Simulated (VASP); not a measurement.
Input of a VASP 6.6.1 run:

File INCAR:

```
ALGO = Normal
EDIFF = 1E-7
ENCUT = 520
GGA = PE
ISIF = 2
ISMEAR = 1
LASPH = True
LCHARG = False
LREAL = False
LWAVE = False
NBANDS = 16
NELM = 80
PREC = Accurate
SIGMA = 0.1
```

KPOINTS

```
k-points
0
Gamma
  11 11 9
```

File POSCAR:

```
WC
1.0
    2.9572787999      0.0000000000      0.0000000000
   -1.4786393999      2.5610787335      0.0000000000
    0.0000000000      0.0000000000      2.8861575929
W C
1 1
Direct
    0.0000000000      0.0000000000      0.0000000000
    0.6666666667      0.3333333333      0.5000000000
```

Potentials or basis: VASP PAW PBE potentials, release 64 (W_sv, C).

The run is started by

```console
$ cat potpaw_PBE.64/W_sv/POTCAR potpaw_PBE.64/C/POTCAR > POTCAR
$ mpirun -np 1 vasp_std > vasp.out
```

(1) Estimate the band gap on the k mesh.

(2) What does it give for the pressure?

Answers

(1) zero (band 9 reaches 10.98 eV, above the bottom of band 10 at 9.86 eV).

(2) -12.6 GPa.

Caveat: spin-orbit coupling is left out, which moves the levels of the heavy elements.
